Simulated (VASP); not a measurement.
Wanted: the native input for a VASP 6.6.1 run.

```yaml
Task: single point
Functional: PBE
Potentials_or_basis: VASP PAW PBE potentials, release 64 (Os)
Cutoff: 520 eV
k_mesh: 11 × 11 × 6
Occupations: gaussian, width 0.026 eV
Spin: no spin polarisation
Dipole_correction: no
Further_INCAR_settings: ALGO = Fast; EDIFF = 1e-06; NBANDS = 15
```

The structure of Os lies in POSCAR:

```
Os
1.0
    2.7341000000      0.0000000000      0.0000000000
   -1.3670500000      2.3678000565      0.0000000000
    0.0000000000      0.0000000000      4.3197000000
Os
2
Direct
    0.6666666667      0.3333333333      0.7500000000
    0.3333333333      0.6666666667      0.2500000000
```

These files were run (other wordings do the same):

INCAR

```
PREC = Accurate
ENCUT = 520
EDIFF = 1E-6
ISMEAR = 0
SIGMA = 0.026000000000000002
LREAL = F
LASPH = T
NELM = 60
ALGO = Fast
ISIF = 2
LWAVE = F
LCHARG = F
GGA = PE
NBANDS = 15
```

KPOINTS

```
Automatic mesh
0
Gamma
  11 11 6
```

Potentials or basis: VASP PAW PBE potentials, release 64 (Os).

Command:

```sh
$ cat potpaw_PBE.64/Os/POTCAR > POTCAR
$ mpirun -np 1 vasp_std > vasp.out
```

Results of the run:

```json
{
 "Pressure": "8.7 GPa",
 "Band gap on the k mesh": "zero (band 8 reaches 11.57 eV, above the bottom of band 9 at 7.68 eV)"
}
```

Caveat: spin-orbit coupling is left out, which moves the levels of the heavy elements.

Wall time 34 s on 1 thread of Intel Xeon 8259CL, on a shared host, peak memory 0.15 GiB.
